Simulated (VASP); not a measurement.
**Ta: relaxation of cell and atoms with PBEsol**

The system is Ta.

```
Ta
1.0
    -1.65000    1.65000    1.65000
     1.65000   -1.65000    1.65000
     1.65000    1.65000   -1.65000
Ta
1
Direct
  0.00000 0.00000 0.00000
```

```json
{"Program": "VASP 6.6.1", "Task": "relaxation of cell and atoms", "Functional": "PBEsol", "Potentials or basis": "VASP PAW PBE potentials, release 64 (Ta_pv)", "Cutoff": "500 eV", "k mesh": "9 × 9 × 9", "Occupations": "methfessel-paxton, width 0.05 eV", "Spin": "no spin polarisation", "Dipole correction": "no", "Further INCAR settings": "ALGO = Normal; EDIFF = 1e-07; IBRION = 2; EDIFFG = -0.01; NSW = 80; ISIF = 3"}
```

```
Relaxed volume                        : 17.58 Å³/atom
Relaxed cell                          : a = 2.837 Å, b = 2.837 Å, c = 2.837 Å, α = 109.47°, β = 109.47°, γ = 109.47°
Space group after relaxing (to 0.1 Å) : Im-3m (No. 229)
Energy gained by relaxing             : 4.6 meV/atom
Ionic steps                           : 4
Pressure after relaxing               : 0.0 GPa
Band gap on the k mesh                : zero (an odd number of electrons rules out a gap without spin polarisation)
```

Step by step:
```csv
step,energy change (eV),largest force (eV/Å),pressure (GPa),volume (Å³)
1,0.0000,0.0000,-3.62,17.97
2,0.0114,0.0000,8.24,16.93
3,-0.0046,0.0000,-0.19,17.59
4,-0.0046,0.0000,-0.02,17.58
```

Final structure:
```
Ta
1.0
    -1.63794    1.63794    1.63794
     1.63794   -1.63794    1.63794
     1.63794    1.63794   -1.63794
Ta
1
Cartesian
  1.6379 1.6379 1.6379
```

Levels at points of the mesh, in eV from the Fermi level:
| k point | band 2 | band 3 | band 4 | band 5 | band 6 | band 7 | band 8 | band 9 |
| --- | --- | --- | --- | --- | --- | --- | --- | --- |
| (0.00, 0.00, 0.00) | -32.98 | -32.98 | -8.11 | 0.65 | 0.65 | 0.65 | 4.01 | 4.01 |

Wall time 15 s on 1 thread of AMD EPYC 7R13 Processor (Zen 3) (shared host), peak memory 0.11 GiB.

Caveat: the PAW data sets were made with another functional, which shifts forces and pressure a little; spin-orbit coupling is left out, which moves the levels of the heavy elements.
